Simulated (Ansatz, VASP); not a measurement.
## Hf: VASP beside Ansatz

Contents of INCAR:

```
ALGO = Normal
EDIFF = 1E-6
ENCUT = 500
GGA = PE
GGA_COMPAT = F
ISIF = 2
ISMEAR = 0
LASPH = T
LCHARG = F
LREAL = F
LWAVE = F
NBANDS = 11
NELM = 120
PREC = Accurate
SIGMA = 0.023
```

The input KPOINTS:

```
k-points
0
Gamma
  10 10 10
```

The input POSCAR:

```
Hf
1.0
   -1.8050000000      1.8050000000      1.8050000000
    1.8050000000     -1.8050000000      1.8050000000
    1.8050000000      1.8050000000     -1.8050000000
Hf
1
Direct
    0.0000000000      0.0000000000      0.0000000000
```

input.yaml

```yaml
crystal:
  lattice:
    - [-1.805, 1.805, 1.805]
    - [1.805, -1.805, 1.805]
    - [1.805, 1.805, -1.805]
  atoms:
    - { symbol: Hf, position: [0.0, 0.0, 0.0] }
hamiltonian:
  xc: pbe
  pseudopotentials: { kind: paw }
kpoints:
  mp_grid: { grid: [10, 10, 10] }
scf:
  occupations: { method: gaussian, width: 0.023 }
output:
  forces: true
  stress: true
  eigenvalues: true
  write_density: true
  write_potential: true
  elf: true
  volumetric_format: npy
```

Alike in both runs: task single point; functional PBE; k mesh 10 × 10 × 10; occupations gaussian, width 0.023 eV; no spin polarisation.

|  | VASP | Ansatz |
| --- | --- | --- |
| version | VASP 6.6.1 | Ansatz 0.2.0 |
| potentials or method | VASP PAW PBE potentials, release 64 (Hf_pv) | Ansatz PAW |
| plane-wave cutoff (eV) | 500 | 420 |
| valence electrons in the cell | 10 | 26 |

```csv
,VASP,Ansatz,Ansatz less VASP
gap on the k mesh at the Fermi level (eV),none,none,-
pressure (GPa),-5.3,-5.0,+0.35
```

A gap of «none» marks a metal or a gap that the smearing closes. VASP's potentials hold 10 valence electrons a cell and Ansatz's 26, so a difference there can come from the potentials and not from the codes.

Neither program's run includes spin-orbit coupling.
